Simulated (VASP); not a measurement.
FeCo3:

```xyz
4
Lattice="3.5357 0.0000 0.0000 0.0000 3.5357 0.0000 0.0000 0.0000 3.5357" Properties=species:S:1:pos:R:3 pbc="T T T"
Fe    0.0000    0.0000    0.0000
Co    1.7679    1.7679    0.0000
Co    1.7679    0.0000    1.7679
Co    0.0000    1.7679    1.7679
```

Base run:

| Quantity | Value |
| --- | --- |
| Program | VASP 6.6.1 |
| Functional | PBEsol |
| Potentials or basis | VASP PAW PBE potentials, release 64 (Fe, Co) |
| Cutoff | 520 eV |
| k mesh | 12 × 12 × 12 |
| Occupations | gaussian, width 0.1 eV |
| Spin | collinear spin, ferromagnetic start |
| Starting moments | [5.0, 4.5, 4.5, 4.5] μB |

Its results: pressure -9.1 GPa.

Task: The run is repeated on the same cell with these changes: spin from collinear spin, ferromagnetic start to no spin polarisation; further incar settings from ALGO = Normal; EDIFF = 1e-06; NBANDS = 30 to ALGO = Fast; EDIFF = 1e-07; NBANDS = 26. What comes out?

Result: Pressure -26.0 GPa.

Caveats: the cell stands under tension; the PAW data sets were made with another functional, which shifts forces and pressure a little.
